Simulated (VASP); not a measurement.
# InSb (F-43m) in VASP: a series of runs, part 2 of 3

VASP 6.6.1. Earlier steps stand in the parts before.

## Step 4: Single point, PBE

The input, INCAR:

```
SYSTEM = InSb
PREC = Accurate ; ENCUT = 520
EDIFF = 1E-6 ; ISMEAR = -1
SIGMA = 0.15 ; LREAL = .False.
LASPH = .True. ; NELM = 60
ALGO = Normal ; ISIF = 2
LWAVE = .False. ; LCHARG = .False.
GGA = PE ; NBANDS = 16
```

The input, KPOINTS:

```
regular mesh
0
Gamma
  12 12 12
  0 0 0
```

The input, POSCAR:

```
InSb
1.0
    0.0000000000      3.3185740835      3.3185740835
    3.3185740835      0.0000000000      3.3185740835
    3.3185740835      3.3185740835      0.0000000000
In Sb
1 1
Direct
    0.0000000000      0.0000000000      0.0000000000
    0.7500000000      0.7500000000      0.7500000000
```

Potentials or basis: VASP PAW PBE potentials, release 64 (In_d, Sb).

Started as:

```bash
$ cat potpaw_PBE.64/In_d/POTCAR potpaw_PBE.64/Sb/POTCAR > POTCAR
$ mpirun -np 1 vasp_std > vasp.out
```

OUTCAR:

```text
SYSTEM = InSb
   PREC = Accurate
   ENCUT = 520
   EDIFF = 1E-6
   ISMEAR = -1
   LREAL = .False.
   LASPH = .True.
   NELM = 60
   ISIF = 2
   GGA = PE

 ion  position               nearest neighbor table
   1  0.000  0.000  0.000-   2 2.87   2 2.87   2 2.87   2 2.87
   2  0.750  0.750  0.750-   1 2.87   1 2.87   1 2.87   1 2.87

  LATTYP: Found a face centered cubic cell.
 ALAT       =     6.6371481670

  Lattice vectors:

 A1 = (   0.0000000000,   3.3185740835,   3.3185740835)
 A2 = (   3.3185740835,   0.0000000000,   3.3185740835)
 A3 = (   3.3185740835,   3.3185740835,   0.0000000000)

Analysis of symmetry for initial positions (statically):
=====================================================================
 Subroutine PRICEL returns:
 Original cell was already a primitive cell.

 Routine SETGRP: Setting up the symmetry group for a
 face centered cubic supercell.

 Subroutine GETGRP returns: Found 24 space group operations
 (whereof 24 operations were pure point group operations)
 out of a pool of 48 trial point group operations.

The static configuration has the point symmetry T_d .

Analysis of symmetry for dynamics (positions and initial velocities):
=====================================================================
 Subroutine PRICEL returns:
 Original cell was already a primitive cell.

 Routine SETGRP: Setting up the symmetry group for a
 face centered cubic supercell.

 Subroutine GETGRP returns: Found 24 space group operations
 (whereof 24 operations were pure point group operations)
 out of a pool of 48 trial point group operations.

The dynamic configuration has the point symmetry T_d .

 Subroutine INISYM returns: Found 24 space group operations
 (whereof 24 operations are pure point group operations),
 and found     1 'primitive' translations

[... 105 lines left out ...]
   NELECT =      18.0000    total number of electrons
   NUPDOWN=      -1.0000    fix difference up-down
   EMIN   =  10.00;   EMAX   =-10.00  energy-range for DOS
   EFERMI =   0.00;   METHOD = LEGACY
   ISMEAR =    -1;   SIGMA  =   0.15  broadening in eV -4-tet -1-fermi 0-gaus
   EFERMI_NEDOS =   21; number of points for ismear=-14 and -15
   IALGO  =     38    algorithm
   IMIX   =      4    mixing-type and parameters
     AMIX     =   0.40;   BMIX     =  1.00
     AMIX_MAG =   1.60;   BMIX_MAG =  1.00
  volume/ion in A,a.u.               =      36.55       246.63
  Fermi-wavevector in a.u.,A,eV,Ry     =   1.026134  1.939112 14.326273  1.052951
  Thomas-Fermi vector in A             =   2.160011
   LORBIT       =      0    0 simple, 1 ext, 2 COOP (PROOUT), +10 PAW based schemes
   GGA     = PE    functional components
   LHFCALC =     F    Hartree Fock is set to
   AEXX    =    0.0000 exact exchange contribution
   IVDW    =     0    specifies the selected vdW correction
   LEPSILON=     F    determine dielectric tensor
   LRPA    =     F    only Hartree local field effects (RPA)
 non-spin polarized calculation
  energy-cutoff  :      520.00
  volume of cell :       73.09
 maximum number of plane-waves:      1996
   NGX = 17   NGY = 17   NGZ = 17

 number of electron      18.0000008 magnetization

 Free energy of the ion-electron system (eV)
  ---------------------------------------------------
  ext. energy  EPLUGINS =         0.00000000
  ---------------------------------------------------
  free energy    TOTEN  =        -6.95561379 eV

  energy without entropy =       -6.94698165  energy(sigma->0) =       -6.95129772

 E-fermi :   4.6004     XC(G=0):  -8.3804

 val. band max:        4.3683596058   @ k =   0.0000   0.0000   0.0000
 cond. band min:       4.7865888561   @ k =   0.5000   0.0000   0.0000
 fundamental gap:      0.4182292503
 Fermi energy:         4.6004045912

 k-point     1 :       0.0000    0.0000    0.0000
  band No.  band energies     occupation
      1     -10.0950      2.00000
      2     -10.0950      2.00000
      3     -10.0950      2.00000
      4     -10.0283      2.00000
      5     -10.0283      2.00000
      6      -5.9127      2.00000
[... 433 lines left out ...]
      3     -10.0762      2.00000
      4     -10.0292      2.00000
      5     -10.0272      2.00000
      6      -4.5869      2.00000
[... 8 lines left out ...]
     15      12.4725      0.00000
     16      12.7926      0.00000

 [... further k-points ...]
[... 5 lines left out ...]
  --------------------------------------------------------------------------------------
  -------------------------------------------------------------------------------------
  Total       -0.0123239     -0.0123239     -0.0123239     -0.0000000      0.0000000      0.0000000
  in kB       -0.2701298     -0.2701298     -0.2701298     -0.0000000      0.0000000      0.0000000
  external PRESSURE =      -0.2701298 kB  Pullay stress =       0.0000000 kB

 VOLUME and BASIS-vectors are now :
 -----------------------------------------------------------------------------
  energy-cutoff  :      520.00
  volume of cell :       73.09
      direct lattice vectors                 reciprocal lattice vectors
     0.000000000  3.318574084  3.318574084    -0.150667120  0.150667120  0.150667120
     3.318574084  0.000000000  3.318574084     0.150667120 -0.150667120  0.150667120
     3.318574084  3.318574084  0.000000000     0.150667120  0.150667120 -0.150667120

 POSITION                                       TOTAL-FORCE (eV/Angst)
 -----------------------------------------------------------------------------------
      0.00000      0.00000      0.00000        -0.000000     -0.000000     -0.000000
      4.97786      4.97786      4.97786         0.000000      0.000000      0.000000
 -----------------------------------------------------------------------------------
    total drift:                                0.000000      0.000000      0.000000

  FREE ENERGIE OF THE ION-ELECTRON SYSTEM (eV)
  ---------------------------------------------------
  free  energy   TOTEN  =        -6.9556137933 eV

  energy  without entropy=       -6.9469816508  energy(sigma->0) =       -6.95129772
```

OSZICAR:

```text
N       E                     dE             d eps       ncg     rms          rms(c)
DAV:   1     0.112873463734E+03    0.11287E+03   -0.78631E+03  2304   0.109E+03
DAV:   2     0.482809384190E+00   -0.11239E+03   -0.10888E+03  2576   0.280E+02
DAV:   3    -0.683249868960E+01   -0.73153E+01   -0.72864E+01  2952   0.729E+01
DAV:   4    -0.703947709367E+01   -0.20698E+00   -0.20693E+00  2840   0.142E+01
DAV:   5    -0.705147788520E+01   -0.12001E-01   -0.12000E-01  3568   0.279E+00    0.371E+00
DAV:   6    -0.696348718507E+01    0.87991E-01   -0.14921E-01  3344   0.555E+00    0.215E+00
DAV:   7    -0.695370011639E+01    0.97871E-02   -0.59031E-02  3072   0.215E+00    0.586E-01
DAV:   8    -0.695486402760E+01   -0.11639E-02   -0.68307E-03  3040   0.906E-01    0.212E-01
DAV:   9    -0.695550861156E+01   -0.64458E-03   -0.87068E-04  2816   0.249E-01    0.701E-02
DAV:  10    -0.695556636525E+01   -0.57754E-04   -0.49505E-05  3136   0.459E-02    0.315E-02
DAV:  11    -0.695561184542E+01   -0.45480E-04   -0.82343E-05  2600   0.554E-02    0.218E-02
DAV:  12    -0.695561300232E+01   -0.11569E-05   -0.12265E-06  2744   0.729E-03    0.705E-03
DAV:  13    -0.695561379333E+01   -0.79101E-06   -0.16136E-06  2704   0.741E-03
   1 F= -.69556138E+01 E0= -.69512977E+01  d E =-.863214E-02
```

stdout:

```text
POSCAR found type information on POSCAR InSb
 POSCAR found :  2 types and       2 ions
 scaLAPACK will be used
 LDA part: xc-table for (Slater+PW92), standard interpolation
 POSCAR, INCAR and KPOINTS ok, starting setup
 FFT: planning ... GRIDC
 FFT: planning ... GRID_SOFT
 FFT: planning ... GRID
 WAVECAR not read
 entering main loop
```

It took 46 s on 1 thread of AMD EPYC 9R45 (Zen 5), shared host; peak memory 0.23 GiB.

Results:

```
Free energy            : -6.9556 eV
Pressure               : 0.0 GPa
Band gap on the k mesh : zero (filled and empty bands touch)
```

Levels at points of the mesh, in eV from the Fermi level:
```
           k point  band 7  band 8  band 9  band 10  band 11  band 12
(0.00, 0.00, 0.00)   -0.83   -0.23   -0.23    -0.23     2.73     2.73
(0.50, 0.00, 0.00)   -5.53   -1.13   -1.13     0.19     3.57     3.57
(0.50, 0.50, 0.00)   -5.85   -2.26   -2.26     1.13     1.24     7.50
```

Caveat: semilocal functionals underestimate gaps, so a narrow gap can read as zero; spin-orbit coupling is left out, which moves the levels of the heavy elements.

## Step 5: Relaxation of cell and atoms, PBE

The input, INCAR:

```
ALGO = Normal
EDIFF = 1E-6
EDIFFG = -0.001
ENCUT = 600
GGA = PE
IBRION = 2
ISIF = 3
ISMEAR = -1
LASPH = T
LCHARG = F
LREAL = F
LWAVE = F
NELM = 60
NSW = 80
PREC = Accurate
SIGMA = 0.15
```

The input, KPOINTS:

```
k-points
0
Gamma
  12 12 12
```

The input, POSCAR:

```
InSb
1.0
    0.0000000000      3.3174249935      3.3174249935
    3.3174249935      0.0000000000      3.3174249935
    3.3174249935      3.3174249935      0.0000000000
In Sb
1 1
Direct
    0.0000000000      0.0000000000      0.0000000000
    0.7500000000      0.7500000000      0.7500000000
```

Started as:

```bash
$ cat potpaw_PBE.64/In_d/POTCAR potpaw_PBE.64/Sb/POTCAR > POTCAR
$ mpirun -np 1 vasp_std > vasp.out
```

Run time: 70 s. Hardware: 1 thread of AMD EPYC 9R45 (Zen 5), shared host; peak memory 0.27 GiB.

It converged, with:

* Free energy: -6.9556 eV
* Relaxed volume: 36.55 Å³/atom
* Relaxed cell: a = 4.693 Å, b = 4.693 Å, c = 4.693 Å, α = 60.00°, β = 60.00°, γ = 60.00°
* Space group after relaxing (to 0.1 Å): F-43m (No. 216)
* Energy gained by relaxing: 0.0 meV/atom
* Ionic steps: 2
* Pressure after relaxing: 0.0 GPa
* Band gap on the k mesh: zero (filled and empty bands touch)

Final structure:
```yaml
crystal:
  lattice:
    - [0.00000, 3.31868, 3.31868]
    - [3.31868, 0.00000, 3.31868]
    - [3.31868, 3.31868, 0.00000]
  atoms:
    - { symbol: In, position: [0.00000, 0.00000, 0.00000] }
    - { symbol: Sb, position: [0.75000, 0.75000, 0.75000] }
```

Levels at points of the mesh, in eV from the Fermi level:
```tsv
k point	band 6	band 7	band 8	band 9	band 10	band 11	band 12	band 13
(0.00, 0.00, 0.00)	-10.51	-0.83	-0.23	-0.23	-0.23	2.74	2.74	2.74
(0.50, 0.00, 0.00)	-9.32	-5.53	-1.13	-1.13	0.19	3.57	3.57	5.89
(0.50, 0.50, 0.00)	-8.80	-5.85	-2.26	-2.26	1.13	1.24	7.49	7.49
```

Caveat: semilocal functionals underestimate gaps, so a narrow gap can read as zero; spin-orbit coupling is left out, which moves the levels of the heavy elements.

[end of part 2 of 3]
